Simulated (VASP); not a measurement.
# Fe (P6_3/mmc) in VASP: a series of runs

Fe is run at these levels: PBE; tasks: single point, relaxation of shape and atoms at fixed volume.

Program: VASP 6.6.1. These are calculated values, not measurements. Logs are shortened: lines on timing, memory, paths and dates and some standing lists are left out, and cuts for length are marked.

## Step 1: The cell of the first run

It takes space group P6_3/mmc (No. 194, hexagonal). The conventional cell has a = 2.510 Å, b = 2.510 Å, c = 3.963 Å, α = 90.00°, β = 90.00°, γ = 120.00°. Within 3.2 Å of Fe (site symmetry -6m2) lie 12 Fe at 2.45 to 2.51 Å.

## Step 2: Single point, PBE (volume scaled by 1.06, then relaxed in part)

INCAR

```
PREC = Accurate
ENCUT = 520
EDIFF = 1E-6
ISMEAR = 0
SIGMA = 0.1
LREAL = False
LASPH = True
NELM = 80
ALGO = Normal
ISIF = 2
LWAVE = False
LCHARG = True
GGA = PE
LELF = True
LVHAR = True
NBANDS = 15
```

KPOINTS

```
regular mesh
0
Gamma
  21 21 12
```

POSCAR

```
Fe
1.0
    2.5099859294      0.0000000000      0.0000000000
   -1.2549929647      2.1737115780      0.0000000000
    0.0000000000      0.0000000000      3.9628045648
Fe
2
Direct
    0.3333333333      0.6666666667      0.2500000000
    0.6666666667      0.3333333333      0.7500000000
```

Potentials or basis: VASP PAW PBE potentials, release 64 (Fe).

Command:

```console
$ cat potpaw_PBE.64/Fe/POTCAR > POTCAR
$ mpirun -np 1 vasp_std > vasp.out
```

OUTCAR:

```text
PREC = Accurate
   ENCUT = 520
   EDIFF = 1E-6
   ISMEAR = 0
   LREAL = False
   LASPH = True
   NELM = 80
   ISIF = 2
   GGA = PE

 ion  position               nearest neighbor table
   1  0.333  0.667  0.250-   2 2.45   2 2.45   2 2.45   2 2.45   2 2.45   2 2.45
   2  0.667  0.333  0.750-   1 2.45   1 2.45   1 2.45   1 2.45   1 2.45   1 2.45

  LATTYP: Found a hexagonal cell.
 ALAT       =     2.5099859294
 C/A-ratio  =     1.5788154501

  Lattice vectors:

 A1 = (   2.5099859294,   0.0000000000,   0.0000000000)
 A2 = (  -1.2549929647,   2.1737115780,   0.0000000000)
 A3 = (   0.0000000000,   0.0000000000,   3.9628045648)

Analysis of symmetry for initial positions (statically):
=====================================================================
 Subroutine PRICEL returns:
 Original cell was already a primitive cell.

 Routine SETGRP: Setting up the symmetry group for a
 hexagonal supercell.

 Subroutine GETGRP returns: Found 24 space group operations
 (whereof 12 operations were pure point group operations)
 out of a pool of 24 trial point group operations.

The static configuration has the point symmetry D_3d.
 The point group associated with its full space group is D_6h.

Analysis of symmetry for dynamics (positions and initial velocities):
=====================================================================
 Subroutine PRICEL returns:
 Original cell was already a primitive cell.

 Routine SETGRP: Setting up the symmetry group for a
 hexagonal supercell.

 Subroutine GETGRP returns: Found 24 space group operations
 (whereof 12 operations were pure point group operations)
 out of a pool of 24 trial point group operations.

The dynamic configuration has the point symmetry D_3d.
 The point group associated with its full space group is D_6h.

 Subroutine INISYM returns: Found 24 space group operations
 (whereof 12 operations are pure point group operations),
 and found     1 'primitive' translations

----------------------------------------------------------------------------------------

                                     Primitive cell

  volume of cell :      21.6210

  direct lattice vectors                    reciprocal lattice vectors
     2.509985929  0.000000000  0.000000000     0.398408608  0.230021317  0.000000000
    -1.254992965  2.173711578  0.000000000     0.000000000  0.460042634  0.000000000
     0.000000000  0.000000000  3.962804565     0.000000000  0.000000000  0.252346535

  length of vectors
     2.509985929  2.509985929  3.962804565     0.460042634  0.460042634  0.252346535

  position of ions in fractional coordinates (direct lattice)
     0.333333333  0.666666667  0.250000000
     0.666666667  0.333333333  0.750000000

  ion indices of the primitive-cell ions
   primitive index   ion index
                 1           1
                 2           2

----------------------------------------------------------------------------------------

 KPOINTS: regular mesh

Automatic generation of k-mesh.
 Grid dimensions read from file:
 generate k-points for:   21   21   12

 Generating k-lattice:

  Cartesian coordinates                     Fractional coordinates (reciprocal lattice)
     0.018971838  0.010953396  0.000000000     0.047619048 -0.000000000  0.000000000
     0.000000000  0.021906792  0.000000000     0.000000000  0.047619048  0.000000000
     0.000000000  0.000000000  0.021028878     0.000000000  0.000000000  0.083333333

  Length of vectors
     0.021906792  0.021906792  0.021028878

  Shift w.r.t. Gamma in fractional coordinates (k-lattice)
     0.000000000  0.000000000  0.000000000

 Subroutine IBZKPT returns following result:
 ===========================================

 Found    336 irreducible k-points:

 Following reciprocal coordinates:
            Coordinates               Weight
  0.000000  0.000000  0.000000      1.000000
  0.047619  0.000000  0.000000      6.000000
  0.095238 -0.000000  0.000000      6.000000
  0.142857  0.000000  0.000000      6.000000
  0.190476 -0.000000  0.000000      6.000000
  0.238095  0.000000  0.000000      6.000000
[... 16 lines left out ...]
  0.142857  0.095238  0.000000     12.000000
  0.190476  0.095238  0.000000     12.000000
 [... further k-points ...]
   k-points           NKPTS =    336   k-points in BZ     NKDIM =    336   number of bands    NBANDS=     15
   number of dos      NEDOS =    301   number of ions     NIONS =      2
   total plane-waves  NPLWV =  12000
   dimension x,y,z NGX =    20 NGY =   20 NGZ =   30
   dimension x,y,z NGXF=    40 NGYF=   40 NGZF=   60
   ions per type =               2
   NGX,Y,Z   is equivalent  to a cutoff of  13.25, 13.25, 12.59 a.u.
   NGXF,Y,Z  is equivalent  to a cutoff of  26.49, 26.49, 25.17 a.u.
 SYSTEM =  unknown system
   PREC   = accura    normal or accurate (medium, high low for compatibility)
   ISTART =      0    job   : 0-new  1-cont  2-samecut
   ICHARG =      2    charge: 1-file 2-atom 10-const
   ISPIN  =      1    spin polarized calculation?
   LNONCOLLINEAR =      F non collinear calculations
   LSORBIT =      F    spin-orbit coupling
   LASPH  =      T    aspherical Exc in radial PAW
   ENCUT  =  520.0 eV  38.22 Ry    6.18 a.u.   4.67  4.67  7.37*2*pi/ulx,y,z
   NELM   =     80;   NELMIN=  2; NELMDL= -5     # of ELM steps
   EDIFF  = 0.1E-05   stopping-criterion for ELM
   LREAL  =      F    real-space projection
   EDIFFG = 0.1E-04   stopping-criterion for IOM
   NSW    =      0    number of steps for IOM
   IBRION =     -1    ionic relax: 0-MD 1-quasi-New 2-CG
   NFREE  =      0    steps in history (QN), initial steepest desc. (CG)
   ISIF   =      2    stress and relaxation
   ISYM   =      2    0-nonsym 1-usesym 2-fastsym
   POTIM  = 0.5000    time-step for ionic-motion
   TEBEG  =    0.0;   TEEND  =   0.0 temperature during run
   PSTRESS=    0.0 pullay stress
   NELECT =      16.0000    total number of electrons
   NUPDOWN=      -1.0000    fix difference up-down
   EMIN   =  10.00;   EMAX   =-10.00  energy-range for DOS
   EFERMI =   0.00;   METHOD = LEGACY
   ISMEAR =     0;   SIGMA  =   0.10  broadening in eV -4-tet -1-fermi 0-gaus
   EFERMI_NEDOS =   21; number of points for ismear=-14 and -15
   IALGO  =     38    algorithm
   IMIX   =      4    mixing-type and parameters
     AMIX     =   0.40;   BMIX     =  1.00
     AMIX_MAG =   1.60;   BMIX_MAG =  1.00
  volume/ion in A,a.u.               =      10.81        72.95
  Fermi-wavevector in a.u.,A,eV,Ry     =   1.480777  2.798262 29.833485  2.192699
  Thomas-Fermi vector in A             =   2.594769
   LORBIT       =      0    0 simple, 1 ext, 2 COOP (PROOUT), +10 PAW based schemes
   GGA     = PE    functional components
   LHFCALC =     F    Hartree Fock is set to
   AEXX    =    0.0000 exact exchange contribution
   IVDW    =     0    specifies the selected vdW correction
   LEPSILON=     F    determine dielectric tensor
   LRPA    =     F    only Hartree local field effects (RPA)
 non-spin polarized calculation
 Gauss-broadening in eV      SIGMA  =   0.10
  energy-cutoff  :      520.00
  volume of cell :       21.62
 maximum number of plane-waves:       594
 NGX is ok and might be reduce to    20
   NGX =  9   NGY =  9   NGZ = 15

 number of electron      16.0000009 magnetization

 Free energy of the ion-electron system (eV)
  ---------------------------------------------------
  ext. energy  EPLUGINS =         0.00000000
  ---------------------------------------------------
  free energy    TOTEN  =       -16.24926829 eV

  energy without entropy =      -16.23414454  energy(sigma->0) =      -16.24170641

 E-fermi :   6.2458     XC(G=0): -13.4497

 val. band max:        6.2454290815   @ k =   0.4762   0.0476   0.2500
 cond. band min:       6.2472911644   @ k =   0.4286   0.0000   0.2500
 fundamental gap:      0.0018620830
 Fermi energy:         6.2458124202

 k-point     1 :       0.0000    0.0000    0.0000
  band No.  band energies     occupation
      1      -2.3187      2.00000
      2       1.6682      2.00000
      3       4.7401      2.00000
      4       4.7401      2.00000
      5       4.8626      2.00000
      6       5.1649      2.00000
      7       5.1649      2.00000
      8       5.4679      2.00000
      9       5.4679      2.00000
     10       6.8005      0.00000
     11       6.8989      0.00000
     12       6.8989      0.00000
     13      14.4625      0.00000
     14      27.6577      0.00000
     15      31.1278      0.00000

 k-point     2 :       0.0476    0.0000    0.0000
  band No.  band energies     occupation
      1      -2.2382      2.00000
      2       1.7203      2.00000
      3       4.6159      2.00000
      4       4.7836      2.00000
      5       4.9701      2.00000
      6       5.1423      2.00000
      7       5.2029      2.00000
      8       5.4189      2.00000
      9       5.4377      2.00000
     10       6.1282      1.90378
     11       6.9136      0.00000
     12       7.6690      0.00000
     13      14.4684      0.00000
     14      27.2848      0.00000
     15      29.6263      0.00000

 k-point     3 :       0.0952   -0.0000    0.0000
  band No.  band energies     occupation
      1      -1.9995      2.00000
      2       1.8691      2.00000
      3       4.4221      2.00000
      4       4.9120      2.00000
      5       5.0549      2.00000
      6       5.1475      2.00000
      7       5.1585      2.00000
      8       5.3146      2.00000
      9       5.3536      2.00000
     10       5.6491      2.00000
     11       6.9525      0.00000
     12       8.5565      0.00000
     13      14.4882      0.00000
     14      25.9600      0.00000
     15      28.5730      0.00000
[... 343 lines left out ...]
 k-point    23 :       0.1429    0.0952    0.0000
  band No.  band energies     occupation
      1      -0.8719      2.00000
      2       2.4469      2.00000
      3       3.8642      2.00000
      4       3.9720      2.00000
      5       4.8689      2.00000
      6       4.9004      2.00000
      7       5.4205      2.00000
      8       5.4820      2.00000
      9       5.5497      2.00000
     10       5.9332      1.99999
     11       7.0537      0.00000
     12      10.8937      0.00000
     13      14.6349      0.00000
     14      22.0633      0.00000
     15      23.4468      0.00000

 k-point    24 :       0.1905    0.0952    0.0000
  band No.  band energies     occupation
      1      -0.2565      2.00000
      2       2.6366      2.00000
      3       3.5630      2.00000
      4       3.6857      2.00000
      5       4.7556      2.00000
      6       4.8283      2.00000
      7       5.3148      2.00000
      8       5.6853      2.00000
      9       5.8805      2.00000
     10       6.2625      0.81380
     11       7.0898      0.00000
     12      11.8979      0.00000
     13      14.7426      0.00000
     14      20.1361      0.00000
     15      22.4863      0.00000

 [... further k-points ...]

------------------------ aborting loop because EDIFF is reached ----------------------------------------

  FORCE on cell =-STRESS in cart. coord.  units (eV):
  Direction    XX          YY          ZZ          XY          YZ          ZX
  --------------------------------------------------------------------------------------
  -------------------------------------------------------------------------------------
  Total       -2.0338438     -2.0338438     -2.0745814     -0.0000000      0.0000000      0.0000000
  in kB     -150.7135558   -150.7135558   -153.7323293     -0.0000000      0.0000000      0.0000000
  external PRESSURE =    -151.7198136 kB  Pullay stress =       0.0000000 kB

 VOLUME and BASIS-vectors are now :
 -----------------------------------------------------------------------------
  energy-cutoff  :      520.00
  volume of cell :       21.62
      direct lattice vectors                 reciprocal lattice vectors
     2.509985929  0.000000000  0.000000000     0.398408608  0.230021317  0.000000000
    -1.254992965  2.173711578  0.000000000     0.000000000  0.460042634  0.000000000
     0.000000000  0.000000000  3.962804565     0.000000000  0.000000000  0.252346535

 POSITION                                       TOTAL-FORCE (eV/Angst)
 -----------------------------------------------------------------------------------
     -0.00000      1.44914      0.99070        -0.000000      0.000000      0.000000
      1.25499      0.72457      2.97210         0.000000      0.000000      0.000000
 -----------------------------------------------------------------------------------
    total drift:                               -0.000000     -0.000000     -0.000000

  FREE ENERGIE OF THE ION-ELECTRON SYSTEM (eV)
  ---------------------------------------------------
  free  energy   TOTEN  =       -16.2492682877 eV

  energy  without entropy=      -16.2341445391  energy(sigma->0) =      -16.24170641
```

It took 37 s on 1 thread of Intel Xeon 6975P-C (Granite Rapids), shared host; peak memory 0.21 GiB.

Results:

```yaml
Free_energy: -16.2493 eV
Pressure: -15.2 GPa
Band_gap_on_the_k_mesh: zero (band 8 reaches 7.06 eV, above the bottom of band 9 at 5.35 eV)
```

Stress tensor (GPa, compression positive):
```
-15.07   0.00   0.00
  0.00 -15.07   0.00
  0.00   0.00 -15.37
```

Caveat: the run has no spin polarisation, though such a crystal can be magnetic.

(Continued in part 2 of 2.)
